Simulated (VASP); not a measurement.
# Cr (Im-3m) in VASP: notebook

Runs on Cr. Level: PBE. Tasks: single point, relaxation of cell and atoms.

Everything below comes from runs of VASP 6.6.1. Logs are shortened: lines on timing, memory, paths and dates and some standing lists are left out, and cuts for length are marked.

### Step 1. The cell of the first run

The structure is cubic, space group Im-3m (No. 229). Conventional cell: a = 2.849 Å, b = 2.849 Å, c = 2.849 Å, α = 90.00°, β = 90.00°, γ = 90.00°. Within 3.3 Å of Cr (site symmetry m-3m) lie 14 Cr at 2.47 to 2.85 Å.

### Step 2. Single point, PBE, collinear spin, ferromagnetic start

The input, INCAR:

```
SYSTEM = Cr
ALGO = Normal
EDIFF = 1E-6
ENCUT = 520
GGA = PE
ISIF = 2
ISMEAR = -1
ISPIN = 2
LASPH = .True.
LCHARG = .False.
LMAXMIX = 4
LORBIT = 11
LREAL = .False.
LWAVE = .False.
MAGMOM = 2
NBANDS = 16
NELM = 150
PREC = Accurate
SIGMA = 0.1
```

The input, KPOINTS:

```
k-points
0
Gamma
  21 21 21
  0 0 0
```

The input, POSCAR:

```
Cr
1.0
   -1.4243130384      1.4243130384      1.4243130384
    1.4243130384     -1.4243130384      1.4243130384
    1.4243130384      1.4243130384     -1.4243130384
Cr
1
Direct
    0.0000000000      0.0000000000      0.0000000000
```

Potentials or basis: VASP PAW PBE potentials, release 64 (Cr_pv).

Run with:

```bash
cat potpaw_PBE.64/Cr_pv/POTCAR > POTCAR
mpirun -np 1 vasp_std > vasp.out
```

OUTCAR:

```text
SYSTEM = Cr
   EDIFF = 1E-6
   ENCUT = 520
   GGA = PE
   ISIF = 2
   ISMEAR = -1
   ISPIN = 2
   LASPH = .True.
   LORBIT = 11
   LREAL = .False.
   NELM = 150
   PREC = Accurate

 ion  position               nearest neighbor table
   1  0.000  0.000  0.000-

  LATTYP: Found a body centered cubic cell.
 ALAT       =     2.8486260768

  Lattice vectors:

 A1 = (  -1.4243130384,   1.4243130384,   1.4243130384)
 A2 = (   1.4243130384,  -1.4243130384,   1.4243130384)
 A3 = (   1.4243130384,   1.4243130384,  -1.4243130384)

Analysis of symmetry for initial positions (statically):
=====================================================================
 Subroutine PRICEL returns:
 Original cell was already a primitive cell.

 Routine SETGRP: Setting up the symmetry group for a
 body centered cubic supercell.

 Subroutine GETGRP returns: Found 48 space group operations
 (whereof 48 operations were pure point group operations)
 out of a pool of 48 trial point group operations.

The static configuration has the point symmetry O_h .

Analysis of symmetry for dynamics (positions and initial velocities):
=====================================================================
 Subroutine PRICEL returns:
 Original cell was already a primitive cell.

 Routine SETGRP: Setting up the symmetry group for a
 body centered cubic supercell.

 Subroutine GETGRP returns: Found 48 space group operations
 (whereof 48 operations were pure point group operations)
 out of a pool of 48 trial point group operations.

The dynamic configuration has the point symmetry O_h .

Analysis of structural, dynamic, and magnetic symmetry:
=====================================================================
 Subroutine PRICEL returns:
 Original cell was already a primitive cell.

 Routine SETGRP: Setting up the symmetry group for a
 body centered cubic supercell.

 Subroutine GETGRP returns: Found 48 space group operations
 (whereof 48 operations were pure point group operations)
 out of a pool of 48 trial point group operations.

The overall configuration has the point symmetry O_h .

 Subroutine INISYM returns: Found 48 space group operations
 (whereof 48 operations are pure point group operations),
 and found     1 'primitive' translations

----------------------------------------------------------------------------------------

                                     Primitive cell

  volume of cell :      11.5578

  direct lattice vectors                    reciprocal lattice vectors
    -1.424313038  1.424313038  1.424313038     0.000000000  0.351046425  0.351046425
     1.424313038 -1.424313038  1.424313038     0.351046425  0.000000000  0.351046425
     1.424313038  1.424313038 -1.424313038     0.351046425  0.351046425  0.000000000

  length of vectors
     2.466982548  2.466982548  2.466982548     0.496454615  0.496454615  0.496454615

  position of ions in fractional coordinates (direct lattice)
     0.000000000  0.000000000  0.000000000

  ion indices of the primitive-cell ions
   primitive index   ion index
                 1           1

----------------------------------------------------------------------------------------

 KPOINTS: k-points

Automatic generation of k-mesh.
 Grid dimensions read from file:
 generate k-points for:   21   21   21

 Generating k-lattice:

  Cartesian coordinates                     Fractional coordinates (reciprocal lattice)
     0.000000000  0.016716496  0.016716496     0.047619048  0.000000000  0.000000000
     0.016716496  0.000000000  0.016716496     0.000000000  0.047619048  0.000000000
     0.016716496  0.016716496  0.000000000     0.000000000  0.000000000  0.047619048

  Length of vectors
     0.023640696  0.023640696  0.023640696

  Shift w.r.t. Gamma in fractional coordinates (k-lattice)
     0.000000000  0.000000000  0.000000000

 Subroutine IBZKPT returns following result:
 ===========================================

 Found    286 irreducible k-points:

 Following reciprocal coordinates:
            Coordinates               Weight
  0.000000  0.000000  0.000000      1.000000
  0.047619  0.000000  0.000000     12.000000
  0.095238  0.000000  0.000000     12.000000
  0.142857  0.000000  0.000000     12.000000
  0.190476  0.000000  0.000000     12.000000
  0.238095  0.000000  0.000000     12.000000
[... 16 lines left out ...]
  0.142857  0.095238 -0.000000     48.000000
  0.190476  0.095238 -0.000000     48.000000
 [... further k-points ...]
   k-points           NKPTS =    286   k-points in BZ     NKDIM =    286   number of bands    NBANDS=     16
   number of dos      NEDOS =    301   number of ions     NIONS =      1
   total plane-waves  NPLWV =   5832
   dimension x,y,z NGX =    18 NGY =   18 NGZ =   18
   dimension x,y,z NGXF=    36 NGYF=   36 NGZF=   36
   ions per type =               1
   NGX,Y,Z   is equivalent  to a cutoff of  12.13, 12.13, 12.13 a.u.
   NGXF,Y,Z  is equivalent  to a cutoff of  24.26, 24.26, 24.26 a.u.
 SYSTEM =  Cr
[... 33 lines left out ...]
   LORBIT       =     11    0 simple, 1 ext, 2 COOP (PROOUT), +10 PAW based schemes
   GGA     = PE    functional components
   LHFCALC =     F    Hartree Fock is set to
   AEXX    =    0.0000 exact exchange contribution
   IVDW    =     0    specifies the selected vdW correction
   LEPSILON=     F    determine dielectric tensor
   LRPA    =     F    only Hartree local field effects (RPA)
 spin polarized calculation
  energy-cutoff  :      520.00
  volume of cell :       11.56
 maximum number of plane-waves:       325
   NGX =  9   NGY =  9   NGZ =  9

 number of electron      11.9999993 magnetization       0.0004744

 number of electron      11.9999993 magnetization      -0.0001156

 Free energy of the ion-electron system (eV)
  ---------------------------------------------------
  ext. energy  EPLUGINS =         0.00000000
  ---------------------------------------------------
  free energy    TOTEN  =        -9.52745126 eV

  energy without entropy =       -9.50252869  energy(sigma->0) =       -9.51498997

 E-fermi :  10.9658     XC(G=0): -13.6703

 val. band max:       10.9634580735   @ k =  -0.4286   0.4286   0.0476
 cond. band min:      10.9848509121   @ k =  -0.1905   0.2381   0.0952
 fundamental gap:      0.0213928385
 Fermi energy:        10.9657987326

 spin component 1

 k-point     1 :       0.0000    0.0000    0.0000
  band No.  band energies     occupation
      1     -31.7619      1.00000
      2     -31.7619      1.00000
      3     -31.7619      1.00000
      4       3.1093      1.00000
      5      10.0546      0.99989
      6      10.0546      0.99989
[... 8 lines left out ...]
     15      40.7500      0.00000
     16      45.3072      0.00000

 k-point     2 :       0.0476    0.0000    0.0000
  band No.  band energies     occupation
      1     -31.7832      1.00000
      2     -31.7684      1.00000
      3     -31.7620      1.00000
      4       3.2092      1.00000
      5      10.0157      0.99993
      6      10.0486      0.99990
[... 8 lines left out ...]
     15      40.9797      0.00000
     16      44.0007      0.00000
[... 387 lines left out ...]
      5       9.5219      1.00000
      6       9.6518      1.00000
[... 8 lines left out ...]
     15      39.4698      0.00000
     16      42.2499      0.00000

 k-point    24 :       0.1905    0.0952   -0.0000
  band No.  band energies     occupation
      1     -32.2229      1.00000
      2     -31.8971      1.00000
      3     -31.7915      1.00000
      4       5.4943      1.00000
      5       9.2947      1.00000
      6       9.5288      1.00000
[... 8 lines left out ...]
     15      39.9865      0.00000
     16      41.8295      0.00000

 [... further k-points ...]

 spin component 2

 k-point     1 :       0.0000    0.0000    0.0000
  band No.  band energies     occupation
      1     -31.7619      1.00000
      2     -31.7619      1.00000
      3     -31.7619      1.00000
      4       3.1092      1.00000
      5      10.0545      0.99989
      6      10.0545      0.99989
[... 8 lines left out ...]
     15      40.7498      0.00000
     16      45.3072      0.00000

 k-point     2 :       0.0476    0.0000    0.0000
  band No.  band energies     occupation
      1     -31.7832      1.00000
      2     -31.7684      1.00000
      3     -31.7620      1.00000
      4       3.2091      1.00000
      5      10.0157      0.99993
      6      10.0486      0.99990
[... 8 lines left out ...]
     15      40.9795      0.00000
     16      44.0008      0.00000
[... 387 lines left out ...]
      5       9.5218      1.00000
      6       9.6518      1.00000
[... 8 lines left out ...]
     15      39.4696      0.00000
     16      42.2499      0.00000

 k-point    24 :       0.1905    0.0952   -0.0000
  band No.  band energies     occupation
      1     -32.2228      1.00000
      2     -31.8971      1.00000
      3     -31.7915      1.00000
      4       5.4942      1.00000
      5       9.2947      1.00000
      6       9.5287      1.00000
[... 8 lines left out ...]
     15      39.9864      0.00000
     16      41.8294      0.00000

 [... further k-points ...]
[... 5 lines left out ...]
  --------------------------------------------------------------------------------------
  -------------------------------------------------------------------------------------
  Total       -0.0364644     -0.0364644     -0.0364644     -0.0000000     -0.0000000      0.0000000
  in kB       -5.0547853     -5.0547853     -5.0547853     -0.0000000     -0.0000000      0.0000000
  external PRESSURE =      -5.0547853 kB  Pullay stress =       0.0000000 kB

 VOLUME and BASIS-vectors are now :
 -----------------------------------------------------------------------------
  energy-cutoff  :      520.00
  volume of cell :       11.56
      direct lattice vectors                 reciprocal lattice vectors
    -1.424313038  1.424313038  1.424313038     0.000000000  0.351046425  0.351046425
     1.424313038 -1.424313038  1.424313038     0.351046425  0.000000000  0.351046425
     1.424313038  1.424313038 -1.424313038     0.351046425  0.351046425  0.000000000

 POSITION                                       TOTAL-FORCE (eV/Angst)
 -----------------------------------------------------------------------------------
      0.00000      0.00000      0.00000         0.000000     -0.000000     -0.000000
 -----------------------------------------------------------------------------------
    total drift:                                0.000000      0.000000      0.000000

  FREE ENERGIE OF THE ION-ELECTRON SYSTEM (eV)
  ---------------------------------------------------
  free  energy   TOTEN  =        -9.5274512581 eV

  energy  without entropy=       -9.5025286870  energy(sigma->0) =       -9.51498997

 total charge

# of ion       s       p       d       tot
------------------------------------------
    1        0.440   6.405   4.211  11.057

 magnetization (x)

# of ion       s       p       d       tot
------------------------------------------
    1        0.000  -0.000  -0.000  -0.000
```

Wall time 2.1 min (1 thread of Intel Xeon 8259CL, shared host); peak memory 0.19 GiB.

Results:

```yaml
Free_energy: -9.5275 eV
Pressure: -0.5 GPa
Band_gap_on_the_k_mesh: zero (filled and empty bands overlap)
Net_moment: 0.00 μB per cell
Valence_electrons_inside_the_program's_atomic_spheres: Cr 11.06
```

### Step 3. Single point, PBE, collinear spin, ferromagnetic start

This run uses another cell than the first one: it holds 2 atoms, not 1.

The input, INCAR:

```
PREC     = Accurate       # precision mode
ENCUT    = 520            # plane-wave cutoff, eV
EDIFF    = 1E-6           # SCF threshold, eV
ISMEAR   = -1             # smearing method
SIGMA    = 0.1            # smearing width, eV
LREAL    = False          # projectors in reciprocal space
LASPH    = True           # aspherical terms in the spheres
NELM     = 150            # most SCF steps
ALGO     = Normal         # electronic algorithm
ISIF     = 2              # what is computed and relaxed
LWAVE    = False          # write WAVECAR
LCHARG   = False          # write CHGCAR
ISPIN    = 2              # spin polarisation
MAGMOM   = 2 2            # initial moments
LORBIT   = 11             # projections on sites
LMAXMIX  = 4              # l up to which the mixer works
GGA      = PE             # functional
NBANDS   = 23             # bands
```

The input, KPOINTS:

```
Automatic mesh
0
Gamma
  14 14 14
```

The input, POSCAR:

```
Cr
1.0
    2.8486260768      0.0000000000      0.0000000000
    0.0000000000      2.8486260768      0.0000000000
    0.0000000000      0.0000000000      2.8486260768
Cr
2
Direct
    0.0000000000      0.0000000000      0.0000000000
    0.5000000000      0.5000000000      0.5000000000
```

Potentials or basis: VASP PAW PBE potentials, release 64 (Cr_pv).

Run with:

```bash
cat potpaw_PBE.64/Cr_pv/POTCAR > POTCAR
mpirun -np 1 vasp_std > vasp.out
```

Wall time 1.9 min (1 thread of Intel Xeon 8259CL, shared host); peak memory 0.21 GiB.

It converged, with:

- Free energy: -19.0561 eV
- Pressure: -0.5 GPa
- Band gap on the k mesh: zero (filled and empty bands overlap)
- Net moment: 0.00 μB per cell
- Valence electrons inside the program's atomic spheres: Cr 11.06

Levels at points of the mesh, in eV from the Fermi level:
Spin up:
| k point | band 8 | band 9 | band 10 | band 11 | band 12 | band 13 | band 14 | band 15 | band 16 | band 17 |
| --- | --- | --- | --- | --- | --- | --- | --- | --- | --- | --- |
| (0.00, 0.00, 0.00) | -4.31 | -4.31 | -0.91 | -0.91 | -0.91 | 1.14 | 1.14 | 2.44 | 2.44 | 2.44 |
| (0.50, 0.00, 0.00) | -3.96 | -1.80 | -1.80 | -0.41 | -0.41 | -0.41 | -0.41 | 0.68 | 0.68 | 2.54 |
| (0.50, 0.50, 0.00) | -4.43 | -2.45 | -2.45 | 1.11 | 1.11 | 1.14 | 1.14 | 1.48 | 1.48 | 2.83 |
| (0.50, 0.50, 0.50) | -2.33 | -2.33 | -2.33 | -2.33 | -2.33 | 1.54 | 1.54 | 1.54 | 1.54 | 7.10 |
Spin down:
| k point | band 10 | band 11 | band 12 | band 13 | band 14 | band 15 |
| --- | --- | --- | --- | --- | --- | --- |
| (0.00, 0.00, 0.00) | -0.91 | -0.91 | -0.91 | 1.14 | 1.14 | 2.44 |
| (0.50, 0.00, 0.00) | -1.80 | -0.41 | -0.41 | -0.41 | -0.41 | 0.68 |
| (0.50, 0.50, 0.00) | -2.45 | 1.11 | 1.11 | 1.14 | 1.14 | 1.48 |
| (0.50, 0.50, 0.50) | -2.33 | -2.33 | -2.33 | 1.54 | 1.54 | 1.54 |

Caveat: an empty level that is flat over the whole mesh can mark a ghost state of the potentials, or a narrow d or f band.

### Step 4. Single point, PBE, collinear spin, ferromagnetic start

This run uses another cell than the first one: it holds 2 atoms, not 1.

The input, INCAR:

```
SYSTEM = Cr
PREC     = Accurate       ! precision mode
ENCUT    = 520            ! plane-wave cutoff, eV
EDIFF    = 1E-7           ! SCF threshold, eV
ISMEAR   = -1             ! smearing method
SIGMA    = 0.1            ! smearing width, eV
LREAL    = .False.        ! projectors in reciprocal space
LASPH    = .True.         ! aspherical terms in the spheres
NELM     = 150            ! most SCF steps
ALGO     = Normal         ! electronic algorithm
ISIF     = 2              ! what is computed and relaxed
LWAVE    = .False.        ! write WAVECAR
LCHARG   = .False.        ! write CHGCAR
ISPIN    = 2              ! spin polarisation
MAGMOM   = 2 2            ! initial moments
LORBIT   = 11             ! projections on sites
LMAXMIX  = 4              ! l up to which the mixer works
GGA      = PE             ! functional
NBANDS   = 23             ! bands
```

The input, KPOINTS:

```
Automatic mesh
0
Gamma
  14 14 14
  0 0 0
```

POSCAR is that of step 3.

Run with:

```bash
cat potpaw_PBE.64/Cr_pv/POTCAR > POTCAR
mpirun -np 1 vasp_std > vasp.out
```

Run time: 1.8 min. Hardware: 1 thread of Intel Xeon 8259CL, shared host; peak memory 0.21 GiB.

It converged, with:

```
Free energy                                           : -19.0561 eV
Pressure                                              : -0.5 GPa
Band gap on the k mesh                                : zero (filled and empty bands overlap)
Net moment                                            : 0.00 μB per cell
Valence electrons inside the program's atomic spheres : Cr 11.06
```

Levels at points of the mesh, in eV from the Fermi level:
Spin up:
```csv
k point,band 9,band 10,band 11,band 12,band 13,band 14,band 15,band 16
"(0.00, 0.00, 0.00)",-4.31,-0.91,-0.91,-0.91,1.14,1.14,2.44,2.44
"(0.50, 0.00, 0.00)",-1.80,-1.80,-0.41,-0.41,-0.41,-0.41,0.68,0.68
"(0.50, 0.50, 0.00)",-2.45,-2.45,1.11,1.11,1.14,1.14,1.48,1.48
"(0.50, 0.50, 0.50)",-2.33,-2.33,-2.33,-2.33,1.54,1.54,1.54,1.54
```
Spin down:
```tsv
k point	band 10	band 11	band 12	band 13	band 14	band 15
(0.00, 0.00, 0.00)	-0.91	-0.91	-0.91	1.14	1.14	2.44
(0.50, 0.00, 0.00)	-1.80	-0.41	-0.41	-0.41	-0.41	0.68
(0.50, 0.50, 0.00)	-2.45	1.11	1.11	1.14	1.14	1.48
(0.50, 0.50, 0.50)	-2.33	-2.33	-2.33	1.54	1.54	1.54
```

Caveat: an empty level that is flat over the whole mesh can mark a ghost state of the potentials, or a narrow d or f band.

### Step 5. Relaxation of cell and atoms, PBE, collinear spin, ferromagnetic start

This run uses another cell than the first one, of 11.76 Å³/atom.

The input, INCAR:

```
PREC     = Accurate       # precision mode
ENCUT    = 600            # plane-wave cutoff, eV
EDIFF    = 1E-7           # SCF threshold, eV
ISMEAR   = -1             # smearing method
SIGMA    = 0.1            # smearing width, eV
LREAL    = F              # projectors in reciprocal space
LASPH    = T              # aspherical terms in the spheres
NELM     = 150            # most SCF steps
ALGO     = Normal         # electronic algorithm
ISIF     = 3              # what is computed and relaxed
LWAVE    = F              # write WAVECAR
LCHARG   = F              # write CHGCAR
ISPIN    = 2              # spin polarisation
MAGMOM   = 2              # initial moments
LORBIT   = 11             # projections on sites
LMAXMIX  = 4              # l up to which the mixer works
GGA      = PE             # functional
IBRION   = 2              # ionic algorithm
NSW      = 60             # ionic steps
EDIFFG   = -0.005         # ionic threshold
```

The input, KPOINTS:

```
regular mesh
0
Gamma
  21 21 21
```

The input, POSCAR:

```
Cr
1.0
   -1.4326509582      1.4326509582      1.4326509582
    1.4326509582     -1.4326509582      1.4326509582
    1.4326509582      1.4326509582     -1.4326509582
Cr
1
Direct
    0.0000000000      0.0000000000      0.0000000000
```

Run with:

```bash
cat potpaw_PBE.64/Cr_pv/POTCAR > POTCAR
mpirun -np 1 vasp_std > vasp.out
```

Run time: 3.8 min. Hardware: 1 thread of Intel Xeon 8259CL, shared host; peak memory 0.2 GiB.

Results (log left out):

```
Free energy                                           : -9.5274 eV
Relaxed volume                                        : 11.54 Å³/atom
Relaxed cell                                          : a = 2.465 Å, b = 2.465 Å, c = 2.465 Å, α = 109.47°, β = 109.47°, γ = 109.47°
Space group after relaxing (to 0.1 Å)                 : Im-3m (No. 229)
Energy gained by relaxing                             : 3.5 meV/atom
Ionic steps                                           : 3
Pressure after relaxing                               : 0.0 GPa
Band gap on the k mesh                                : zero (filled and empty bands overlap)
Net moment                                            : 0.00 μB per cell
Valence electrons inside the program's atomic spheres : Cr 11.06
```

The path:
```tsv
step	energy change (eV)	largest force (eV/Å)	pressure (GPa)	volume (Å³)
1	0.0000	0.0000	-4.83	11.76
2	0.0063	0.0000	8.89	11.17
3	-0.0035	0.0000	-0.03	11.54
```

Final structure:
```cif
data_structure
_symmetry_space_group_name_H-M 'P 1'
_symmetry_Int_Tables_number 1
_cell_length_a 2.4654
_cell_length_b 2.4654
_cell_length_c 2.4654
_cell_angle_alpha 109.471
_cell_angle_beta 109.471
_cell_angle_gamma 109.471
_cell_volume 11.54
loop_
_atom_site_label
_atom_site_type_symbol
_atom_site_fract_x
_atom_site_fract_y
_atom_site_fract_z
_atom_site_occupancy
Cr1 Cr 0.00000 0.00000 0.00000 1
```

Levels at points of the mesh, in eV from the Fermi level:
Spin up:
| k point | band 4 | band 5 | band 6 | band 7 | band 8 | band 9 |
| --- | --- | --- | --- | --- | --- | --- |
| (0.00, 0.00, 0.00) | -7.86 | -0.91 | -0.91 | -0.91 | 1.14 | 1.14 |
Spin down:
```csv
k point,band 2,band 3,band 4,band 5,band 6,band 7,band 8,band 9,band 10,band 11
"(0.00, 0.00, 0.00)",-42.73,-42.73,-7.86,-0.91,-0.91,-0.91,1.14,1.14,7.11,22.31
```
